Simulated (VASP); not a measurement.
# CoSi (R3m) in VASP: single point with PBEsol

Aim: the single point of CoSi with PBEsol.

Everything below comes from runs of VASP 6.6.1. Logs are shortened: lines on timing, memory, paths and dates and some standing lists are left out, and cuts for length are marked.

### Step 1. The cell of the first run

Symmetry: R3m, No. 160, trigonal system. Conventional cell: a = 3.892 Å, b = 3.892 Å, c = 4.767 Å, α = 90.00°, β = 90.00°, γ = 120.00°. Co (site symmetry 3m) has 8 Si at 2.28 to 2.48 Å and 6 Co at 2.75 Å within 3.0 Å. Within 3.0 Å of Si (site symmetry 3m) lie 8 Co at 2.28 to 2.48 Å and 6 Si at 2.75 Å.

### Step 2. Single point, PBEsol, collinear spin, ferromagnetic start

INCAR

```
ALGO = Normal
EDIFF = 1E-7
ENCUT = 520
GGA = PS
ISIF = 2
ISMEAR = 0
ISPIN = 2
LASPH = T
LCHARG = F
LMAXMIX = 4
LORBIT = 11
LREAL = F
LWAVE = F
MAGMOM = 0.51 0
NBANDS = 18
NELM = 150
PREC = Accurate
SIGMA = 0.15
```

KPOINTS

```
k-points
0
Gamma
  22 22 22
```

POSCAR

```
CoSi
1.0
    2.7520624448      0.0000000000      0.0000000000
    0.0000000000      2.7520624448      0.0000000000
    0.0000000000      0.0000000000      2.7520624448
Co Si
1 1
Direct
    0.0209788215      0.0209788215      0.0209788215
    0.5000000000      0.5000000000      0.5000000000
```

Potentials or basis: VASP PAW PBE potentials, release 64 (Co, Si).

On the command line:

```console
> cat potpaw_PBE.64/Co/POTCAR potpaw_PBE.64/Si/POTCAR > POTCAR
> mpirun -np 1 vasp_std > vasp.out
```

OUTCAR:

```text
EDIFF = 1E-7
   ENCUT = 520
   GGA = PS
   ISIF = 2
   ISMEAR = 0
   ISPIN = 2
   LASPH = T
   LORBIT = 11
   LREAL = F
   NELM = 150
   PREC = Accurate

 ion  position               nearest neighbor table
   1  0.021  0.021  0.021-   2 2.28   2 2.35   2 2.35   2 2.35   2 2.42   2 2.42   2 2.42   2 2.48

   2  0.500  0.500  0.500-   1 2.28   1 2.35   1 2.35   1 2.35   1 2.42   1 2.42   1 2.42   1 2.48

  LATTYP: Found a simple cubic cell.
 ALAT       =     2.7520624448

  Lattice vectors:

 A1 = (   2.7520624448,   0.0000000000,   0.0000000000)
 A2 = (   0.0000000000,   2.7520624448,   0.0000000000)
 A3 = (   0.0000000000,   0.0000000000,   2.7520624448)

Analysis of symmetry for initial positions (statically):
=====================================================================
 Subroutine PRICEL returns:
 Original cell was already a primitive cell.

 Routine SETGRP: Setting up the symmetry group for a
 simple cubic supercell.

 Subroutine GETGRP returns: Found  6 space group operations
 (whereof  6 operations were pure point group operations)
 out of a pool of 48 trial point group operations.

The static configuration has the point symmetry C_3v.

Analysis of symmetry for dynamics (positions and initial velocities):
=====================================================================
 Subroutine PRICEL returns:
 Original cell was already a primitive cell.

 Routine SETGRP: Setting up the symmetry group for a
 simple cubic supercell.

 Subroutine GETGRP returns: Found  6 space group operations
 (whereof  6 operations were pure point group operations)
 out of a pool of 48 trial point group operations.

The dynamic configuration has the point symmetry C_3v.

Analysis of structural, dynamic, and magnetic symmetry:
=====================================================================
 Subroutine PRICEL returns:
 Original cell was already a primitive cell.

 Routine SETGRP: Setting up the symmetry group for a
 simple cubic supercell.

 Subroutine GETGRP returns: Found  6 space group operations
 (whereof  6 operations were pure point group operations)
 out of a pool of 48 trial point group operations.

The overall configuration has the point symmetry C_3v.

 Subroutine INISYM returns: Found  6 space group operations
 (whereof  6 operations are pure point group operations),
 and found     1 'primitive' translations

----------------------------------------------------------------------------------------

                                     Primitive cell

  volume of cell :      20.8437

  direct lattice vectors                    reciprocal lattice vectors
     2.752062445  0.000000000  0.000000000     0.363363848  0.000000000  0.000000000
     0.000000000  2.752062445  0.000000000     0.000000000  0.363363848  0.000000000
     0.000000000  0.000000000  2.752062445     0.000000000  0.000000000  0.363363848

  length of vectors
     2.752062445  2.752062445  2.752062445     0.363363848  0.363363848  0.363363848

  position of ions in fractional coordinates (direct lattice)
     0.020978822  0.020978822  0.020978822
     0.500000000  0.500000000  0.500000000

  ion indices of the primitive-cell ions
   primitive index   ion index
                 1           1
                 2           2

----------------------------------------------------------------------------------------

 KPOINTS: k-points

Automatic generation of k-mesh.
 Grid dimensions read from file:
 generate k-points for:   22   22   22

 Generating k-lattice:

  Cartesian coordinates                     Fractional coordinates (reciprocal lattice)
     0.016516539  0.000000000  0.000000000     0.045454545  0.000000000  0.000000000
     0.000000000  0.016516539  0.000000000     0.000000000  0.045454545  0.000000000
     0.000000000  0.000000000  0.016516539     0.000000000  0.000000000  0.045454545

  Length of vectors
     0.016516539  0.016516539  0.016516539

  Shift w.r.t. Gamma in fractional coordinates (k-lattice)
     0.000000000  0.000000000  0.000000000

 Subroutine IBZKPT returns following result:
 ===========================================

 Found   1024 irreducible k-points:

 Following reciprocal coordinates:
            Coordinates               Weight
  0.000000  0.000000  0.000000      1.000000
  0.045455  0.000000  0.000000      6.000000
  0.090909  0.000000  0.000000      6.000000
  0.136364  0.000000  0.000000      6.000000
  0.181818  0.000000  0.000000      6.000000
  0.227273  0.000000  0.000000      6.000000
[... 16 lines left out ...]
  0.272727  0.045455  0.000000     12.000000
 -0.045455  0.272727  0.000000     12.000000
 [... further k-points ...]
   k-points           NKPTS =   1024   k-points in BZ     NKDIM =   1024   number of bands    NBANDS=     18
   number of dos      NEDOS =    301   number of ions     NIONS =      2
   total plane-waves  NPLWV =   8000
   dimension x,y,z NGX =    20 NGY =   20 NGZ =   20
   dimension x,y,z NGXF=    40 NGYF=   40 NGZF=   40
   ions per type =               1   1
   NGX,Y,Z   is equivalent  to a cutoff of  12.08, 12.08, 12.08 a.u.
   NGXF,Y,Z  is equivalent  to a cutoff of  24.16, 24.16, 24.16 a.u.
 SYSTEM =  unknown system
   PREC   = accura    normal or accurate (medium, high low for compatibility)
   ISTART =      0    job   : 0-new  1-cont  2-samecut
   ICHARG =      2    charge: 1-file 2-atom 10-const
   ISPIN  =      2    spin polarized calculation?
   LNONCOLLINEAR =      F non collinear calculations
   LSORBIT =      F    spin-orbit coupling
   LASPH  =      T    aspherical Exc in radial PAW
   ENCUT  =  520.0 eV  38.22 Ry    6.18 a.u.   5.12  5.12  5.12*2*pi/ulx,y,z
   NELM   =    150;   NELMIN=  2; NELMDL= -5     # of ELM steps
   EDIFF  = 0.1E-06   stopping-criterion for ELM
   LREAL  =      F    real-space projection
   EDIFFG = 0.1E-05   stopping-criterion for IOM
   NSW    =      0    number of steps for IOM
   IBRION =     -1    ionic relax: 0-MD 1-quasi-New 2-CG
   NFREE  =      0    steps in history (QN), initial steepest desc. (CG)
   ISIF   =      2    stress and relaxation
   ISYM   =      2    0-nonsym 1-usesym 2-fastsym
   POTIM  = 0.5000    time-step for ionic-motion
   TEBEG  =    0.0;   TEEND  =   0.0 temperature during run
   PSTRESS=    0.0 pullay stress
   NELECT =      13.0000    total number of electrons
   NUPDOWN=      -1.0000    fix difference up-down
   EMIN   =  10.00;   EMAX   =-10.00  energy-range for DOS
   EFERMI =   0.00;   METHOD = LEGACY
   ISMEAR =     0;   SIGMA  =   0.15  broadening in eV -4-tet -1-fermi 0-gaus
   EFERMI_NEDOS =   21; number of points for ismear=-14 and -15
   IALGO  =     38    algorithm
   IMIX   =      4    mixing-type and parameters
     AMIX     =   0.40;   BMIX     =  1.00
     AMIX_MAG =   1.60;   BMIX_MAG =  1.00
  volume/ion in A,a.u.               =      10.42        70.33
  Fermi-wavevector in a.u.,A,eV,Ry     =   1.398721  2.643199 26.618704  1.956420
  Thomas-Fermi vector in A             =   2.521851
   LORBIT       =     11    0 simple, 1 ext, 2 COOP (PROOUT), +10 PAW based schemes
   GGA     = PS    functional components
   LHFCALC =     F    Hartree Fock is set to
   AEXX    =    0.0000 exact exchange contribution
   IVDW    =     0    specifies the selected vdW correction
   LEPSILON=     F    determine dielectric tensor
   LRPA    =     F    only Hartree local field effects (RPA)
 spin polarized calculation
 Gauss-broadening in eV      SIGMA  =   0.15
  energy-cutoff  :      520.00
  volume of cell :       20.84
 maximum number of plane-waves:       587
   NGX = 11   NGY = 11   NGZ = 11

 number of electron      13.0000007 magnetization       0.4395071

 Free energy of the ion-electron system (eV)
  ---------------------------------------------------
  ext. energy  EPLUGINS =         0.00000000
  ---------------------------------------------------
  free energy    TOTEN  =       -14.53041831 eV

  energy without entropy =      -14.50779787  energy(sigma->0) =      -14.51910809

 E-fermi :  13.2212     XC(G=0): -13.2056

 val. band max:       13.2206589353   @ k =   0.4091   0.0909   0.0455
 cond. band min:      13.2212515940   @ k =   0.5000   0.1364   0.0000
 fundamental gap:      0.0005926586
 Fermi energy:        13.2211751874

 spin component 1

 k-point     1 :       0.0000    0.0000    0.0000
  band No.  band energies     occupation
      1      -1.2983      1.00000
      2       8.9774      1.00000
      3       8.9774      1.00000
      4      11.6351      1.00000
      5      11.6663      1.00000
      6      11.6663      1.00000
[... 10 lines left out ...]
     17      37.0596      0.00000
     18      37.0596      0.00000
[... 463 lines left out ...]
 k-point    24 :      -0.0455    0.2727    0.0000
  band No.  band energies     occupation
      1       0.1764      1.00000
      2       7.5262      1.00000
      3       9.3943      1.00000
      4      10.7732      1.00000
      5      10.8223      1.00000
      6      11.7205      1.00000
[... 10 lines left out ...]
     17      32.9415      0.00000
     18      38.9820      0.00000

 [... further k-points ...]

 spin component 2

 k-point     1 :       0.0000    0.0000    0.0000
  band No.  band energies     occupation
      1      -1.2793      1.00000
      2       9.4170      1.00000
      3       9.4170      1.00000
      4      11.9412      1.00000
      5      11.9748      1.00000
      6      11.9748      1.00000
[... 10 lines left out ...]
     17      37.0603      0.00000
     18      37.0603      0.00000
[... 463 lines left out ...]
 k-point    24 :      -0.0455    0.2727    0.0000
  band No.  band energies     occupation
      1       0.1955      1.00000
      2       7.6894      1.00000
      3       9.8687      1.00000
      4      11.0423      1.00000
      5      11.0875      1.00000
      6      12.0309      1.00000
[... 10 lines left out ...]
     17      33.0087      0.00000
     18      39.0254      0.00000

 [... further k-points ...]

------------------------ aborting loop because EDIFF is reached ----------------------------------------

  FORCE on cell =-STRESS in cart. coord.  units (eV):
  Direction    XX          YY          ZZ          XY          YZ          ZX
  --------------------------------------------------------------------------------------
  -------------------------------------------------------------------------------------
  Total        0.1713904      0.1713904      0.1713904      0.1295798      0.1295798      0.1295798
  in kB       13.1741422     13.1741422     13.1741422      9.9603124      9.9603124      9.9603124
  external PRESSURE =      13.1741422 kB  Pullay stress =       0.0000000 kB

 VOLUME and BASIS-vectors are now :
 -----------------------------------------------------------------------------
  energy-cutoff  :      520.00
  volume of cell :       20.84
      direct lattice vectors                 reciprocal lattice vectors
     2.752062445  0.000000000  0.000000000     0.363363848  0.000000000  0.000000000
     0.000000000  2.752062445  0.000000000     0.000000000  0.363363848  0.000000000
     0.000000000  0.000000000  2.752062445     0.000000000  0.000000000  0.363363848

 POSITION                                       TOTAL-FORCE (eV/Angst)
 -----------------------------------------------------------------------------------
      0.05774      0.05774      0.05774        -0.339746     -0.339746     -0.339746
      1.37603      1.37603      1.37603         0.339746      0.339746      0.339746
 -----------------------------------------------------------------------------------
    total drift:                                0.000155      0.000155      0.000145

  FREE ENERGIE OF THE ION-ELECTRON SYSTEM (eV)
  ---------------------------------------------------
  free  energy   TOTEN  =       -14.5304183054 eV

  energy  without entropy=      -14.5077978694  energy(sigma->0) =      -14.51910809

 total charge

# of ion       s       p       d       tot
------------------------------------------
    1        0.457   0.627   7.626   8.710
    2        0.707   0.886   0.000   1.593
--------------------------------------------------
tot          1.164   1.513   7.626  10.303

 magnetization (x)

# of ion       s       p       d       tot
------------------------------------------
    1        0.007   0.002   0.428   0.437
    2        0.001   0.009   0.000   0.010
--------------------------------------------------
tot          0.008   0.011   0.428   0.447
```

It took 3.7 min on 1 thread of Intel Xeon 6975P-C (Granite Rapids), shared host; peak memory 0.62 GiB.

Results:

| Item | Value |
| --- | --- |
| Free energy | -14.5304 eV |
| Pressure | 1.3 GPa |
| Largest force | 0.588 eV/Å |
| Net moment | 0.44 μB per cell |
| Site moments | Co +0.44; Si +0.01 μB |
| Valence electrons inside the program's atomic spheres | Co 8.71; Si 1.59 |

Forces on the atoms (eV/Å):
```
Co  -0.340 -0.340 -0.340
Si   0.340  0.340  0.340
```

Caveat: the cell differs from its parent crystal (all Co atoms moved -0.100 Å, as atom 1 towards its neighbour atom 2 (Si) at 2.383 Å); the PAW data sets were made with another functional, which shifts forces and pressure a little.
